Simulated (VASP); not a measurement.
Set up this calculation in VASP 6.6.1, as the native input.

| Item | Value |
| --- | --- |
| Task | single point |
| Functional | r2SCAN |
| Potentials or basis | VASP PAW PBE potentials, release 64 (Zn, S) |
| Cutoff | 520 eV |
| k mesh | 9 × 9 × 4 |
| Occupations | gaussian, width 0.02 eV |
| Spin | no spin polarisation |
| Dipole correction | no |
| Further INCAR settings | ALGO = Normal; EDIFF = 1e-07; NBANDS = 26 |

The system is ZnS.

```
Zn S
1.0
     3.80696    0.00000    0.00000
    -1.90348    3.29692    0.00000
     0.00000    0.00000    6.24663
Zn S
2 2
Direct
  0.33333 0.66667 0.00036
  0.66667 0.33333 0.50036
  0.33333 0.66667 0.37464
  0.66667 0.33333 0.87464
```

One way to write it, as run:

POSCAR

```
ZnS
1.0
    3.8069588183      0.0000000000      0.0000000000
   -1.9034794091      3.2969230478      0.0000000000
    0.0000000000      0.0000000000      6.2466339621
Zn S
2 2
Direct
    0.3333333333      0.6666666667      0.0003552168
    0.6666666667      0.3333333333      0.5003552168
    0.3333333333      0.6666666667      0.3746447832
    0.6666666667      0.3333333333      0.8746447832
```

INCAR.step1

```
PREC = Accurate
ENCUT = 520
ISMEAR = 0
SIGMA = 0.02
LREAL = F
LASPH = T
NELM = 80
NBANDS = 26
GGA = PE
ALGO = Normal
EDIFF = 1E-4
LWAVE = T
LCHARG = F
```

INCAR.step2

```
PREC = Accurate
ENCUT = 520
EDIFF = 1E-7
ISMEAR = 0
SIGMA = 0.02
LREAL = F
LASPH = T
NELM = 80
ALGO = Normal
ISIF = 2
LWAVE = F
LCHARG = F
METAGGA = R2SCAN
LMIXTAU = T
NBANDS = 26
ISTART = 1
```

KPOINTS

```
Automatic mesh
0
Gamma
  9 9 4
```

Potentials or basis: VASP PAW PBE potentials, release 64 (Zn, S).

Launch:

```console
$ cat potpaw_PBE.64/Zn/POTCAR potpaw_PBE.64/S/POTCAR > POTCAR
$ cp INCAR.step1 INCAR
$ mpirun -np 1 vasp_std > vasp.out
$ cp INCAR.step2 INCAR
$ mpirun -np 1 vasp_std > vasp.out
```

Results of the run:

```json
{
  "Pressure": "0.0 GPa",
  "Largest force": "0.003 eV/Å",
  "Band gap on the k mesh": "2.78 eV"
}
```

Caveat: the PAW data sets were made with another functional, which shifts forces and pressure a little.

Wall time 2.1 min on 1 thread of Intel(R) Xeon(R) 6975P-C (Granite Rapids), with other jobs on the host, peak memory 0.23 GiB.
